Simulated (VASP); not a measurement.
Sc3BP2:

```
CELL_PARAMETERS angstrom
2.34202 1.35217 5.23551
-2.34202 1.35217 5.23551
0.00000 -2.70433 5.23551
ATOMIC_POSITIONS crystal
Sc 0.50000 0.50000 0.50000
Sc 0.32948 0.32948 0.32948
Sc 0.67052 0.67052 0.67052
B 0.00000 0.00000 0.00000
P 0.09196 0.09196 0.09196
P 0.90804 0.90804 0.90804
```

* Program: VASP 6.6.1
* Task: relaxation of cell and atoms
* Functional: PBE
* Potentials or basis: VASP PAW PBE potentials, release 64 (Sc_sv, B, P)
* Cutoff: 600 eV
* k mesh: 4 × 4 × 4
* Occupations: gaussian, width 0.2 eV
* Spin: no spin polarisation

At the start: pressure 29.8 GPa; volume 16.58 Å³/atom.

**Question.** How do energy, volume and symmetry change on relaxing?

**Answer.** Over 35 steps the energy falls by 1902.4 meV/atom and the volume is 17.26 Å³/atom (+4.1 %); space group R-3m (No. 166, to 0.05 Å).

Step by step:
| step | energy change (eV) | largest force (eV/Å) | pressure (GPa) | volume (Å³) |
| --- | --- | --- | --- | --- |
| 1 | 0.0000 | 18.4336 | 29.81 | 99.48 |
| 2 | -2.3511 | 1.6188 | -2.63 | 140.69 |
| 3 | -2.5153 | 1.5825 | -3.19 | 138.69 |
| 4 | -2.7410 | 1.5470 | -3.87 | 136.38 |
| 5 | -4.6679 | 1.7475 | -7.62 | 118.56 |
| 6 | -5.5167 | 1.9370 | -5.78 | 109.18 |
| 7 | -5.5532 | 1.3957 | -0.64 | 104.37 |
| 8 | -5.6078 | 1.6121 | -4.02 | 107.02 |
| 9 | -5.6173 | 1.4032 | -3.16 | 106.23 |
| 10 | -6.3308 | 1.5794 | -1.53 | 102.11 |
| 11 | -7.0548 | 2.0733 | 14.16 | 88.76 |
| 12 | -7.1872 | 1.7071 | 8.29 | 92.24 |
| 13 | -7.7099 | 2.1984 | 4.79 | 95.69 |
| 14 | -9.3710 | 3.4053 | -2.71 | 106.07 |
| 15 | -7.4037 | 2.7085 | -1.90 | 126.82 |
| 16 | -9.6909 | 2.3871 | -4.54 | 112.81 |
| 17 | -9.7889 | 2.0848 | -4.12 | 110.33 |
| 18 | -9.8988 | 2.3865 | -3.24 | 111.25 |
| 19 | -9.9318 | 2.2658 | -3.72 | 110.98 |
| 20 | -10.2389 | 2.0806 | -2.27 | 107.56 |
| 21 | -10.7784 | 1.4720 | 5.29 | 97.72 |
| 22 | -10.7923 | 1.1517 | 8.80 | 94.71 |
| 23 | -10.9980 | 0.6349 | 6.67 | 96.10 |
| 24 | -11.1427 | 0.5644 | 3.68 | 98.47 |
| 25 | -11.2258 | 0.3132 | 1.45 | 100.71 |
| 26 | -11.2711 | 0.2283 | -2.44 | 105.32 |
| 27 | -11.2745 | 0.1647 | -1.79 | 104.41 |
| 28 | -11.3265 | 0.2824 | -1.00 | 104.05 |
| 29 | -11.3703 | 0.5843 | 0.91 | 102.97 |
| 30 | -11.3734 | 0.5144 | 0.47 | 103.25 |
| 31 | -11.4030 | 0.3168 | 0.09 | 103.72 |
| 32 | -11.4111 | 0.1575 | -0.18 | 104.08 |
| 33 | -11.4112 | 0.1454 | -0.21 | 104.10 |
| 34 | -11.4137 | 0.0804 | 0.08 | 103.78 |
| 35 | -11.4142 | 0.0444 | 0.27 | 103.56 |

Final structure:
```
CELL_PARAMETERS angstrom
1.91700 1.10678 8.13481
-1.91700 1.10678 8.13481
0.00000 -2.21356 8.13481
ATOMIC_POSITIONS crystal
Sc 0.50000 0.50000 0.50000
Sc 0.28505 0.28505 0.28505
Sc 0.71495 0.71495 0.71495
B 0.00000 0.00000 0.00000
P 0.10497 0.10497 0.10497
P 0.89503 0.89503 0.89503
```

Caveat: the k points lie up to 0.48 Å⁻¹ apart in the final cell; the relaxation stopped at a loose force limit of 0.08 eV/Å, so its end isn't a converged minimum.
